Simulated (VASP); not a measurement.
Set up this calculation in VASP 6.6.1, as the native input.

```
Task                   : single point
Functional             : PBEsol
Potentials or basis    : VASP PAW PBE potentials, release 64 (Sc_sv)
Cutoff                 : 520 eV
k mesh                 : 12 × 12 × 12
Occupations            : fermi-dirac, width 0.03 eV
Spin                   : no spin polarisation
Dipole correction      : no
Further INCAR settings : ALGO = Normal; EDIFF = 1e-06; NBANDS = 12
```

The structure of Sc lies in POSCAR:

```
Sc
1.0
    0.0000000000      2.2855368621      2.2855368621
    2.2855368621      0.0000000000      2.2855368621
    2.2855368621      2.2855368621      0.0000000000
Sc
1
Direct
    0.0000000000      0.0000000000      0.0000000000
```

This cell differs from its parent crystal: volume scaled by 1.02.

These files were run (other wordings do the same):

INCAR

```
PREC = Accurate
ENCUT = 520
EDIFF = 1E-6
ISMEAR = -1
SIGMA = 0.03
LREAL = False
LASPH = True
NELM = 60
ALGO = Normal
ISIF = 2
LWAVE = False
LCHARG = False
GGA = PS
NBANDS = 12
```

KPOINTS

```
regular mesh
0
Gamma
  12 12 12
```

Potentials or basis: VASP PAW PBE potentials, release 64 (Sc_sv).

Launch:

```bash
$ cat potpaw_PBE.64/Sc_sv/POTCAR > POTCAR
$ mpirun -np 1 vasp_std > vasp.out
```

It gave:

The pressure is -0.6 GPa.

Caveat: the PAW data sets were made with another functional, which shifts forces and pressure a little.

Wall time 9.8 s on 1 thread of Intel(R) Xeon(R) Platinum 8488C (Sapphire Rapids), on a shared host, peak memory 0.14 GiB.
